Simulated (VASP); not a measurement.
Here is a VASP 6.6.1 calculation.

File INCAR:

```
PREC = Accurate
ENCUT = 520
EDIFF = 1E-6
ISMEAR = 0
SIGMA = 0.02
LREAL = Auto
LASPH = True
NELM = 60
ALGO = Normal
ISIF = 2
LWAVE = False
LCHARG = False
GGA = PE
NBANDS = 57
```

KPOINTS

```
regular mesh
0
Gamma
  2 2 1
```

The input POSCAR:

```
C19O
1.0
    7.3980000000      0.0000000000      0.0000000000
   -3.6990000000      6.4068560000      0.0000000000
    0.0000000000      0.0000000000     12.0000000000
C O
19 1
Direct
    0.0269257873      0.0264663354      0.0652055833
    0.2496243735      0.1380689686      0.0637591667
    0.0270704851      0.3605489182      0.0684677500
    0.2507436438      0.4734175390      0.0678205000
    0.0287898853      0.6964145909      0.0692418333
    0.2481008750      0.8055242696      0.0680525833
    0.3595313188      0.0280931864      0.0650826667
    0.5834177086      0.1401687505      0.0680554167
    0.3618227066      0.3620006443      0.0652923333
    0.5817183849      0.4720053018      0.0679113333
    0.3604080304      0.6933505295      0.0698589167
    0.5830323690      0.8046670629      0.0701024167
    0.6949395633      0.0284446849      0.0699337500
    0.9148898108      0.1381440444      0.0678336667
    0.6925291560      0.3595011344      0.0691063333
    0.9163541305      0.4712097478      0.0746397500
    0.6929496486      0.6946881591      0.0697763333
    0.9169787745      0.8066234047      0.0679474167
   -0.0550702244      0.4505127008      0.2526688333
    0.0079051700      0.3771731408      0.3131320000
```

Potentials or basis: VASP PAW PBE potentials, release 64 (C, O).

Command:

```bash
$ cat potpaw_PBE.64/C/POTCAR potpaw_PBE.64/O/POTCAR > POTCAR
$ mpirun -np 1 vasp_std > vasp.out
```

Q: Estimate the largest force.

A: 2.410 eV/Å.

Q: Estimate the band gap on the k mesh.

A: 0.21 eV.

Forces on the atoms (eV/Å):
```
C   -0.009 -0.047  0.110
C    0.043  0.002  0.075
C   -0.208  0.123 -0.636
C   -0.100  0.021 -0.087
C    0.073 -0.190 -0.251
C   -0.024 -0.048  0.001
C    0.008  0.029  0.096
C    0.000  0.036 -0.002
C    0.062 -0.008  0.111
C   -0.044 -0.035  0.013
C   -0.025 -0.078 -0.041
C    0.030 -0.001 -0.008
C    0.073  0.039 -0.040
C   -0.056  0.043 -0.092
C    0.175  0.026 -0.238
C    0.130 -0.070 -1.514
C    0.019  0.015 -0.056
C   -0.035  0.042  0.015
C   -1.549  1.047  1.521
O    1.438 -0.945  1.023
```

Caveat: the k points lie up to 0.49 Å⁻¹ apart.
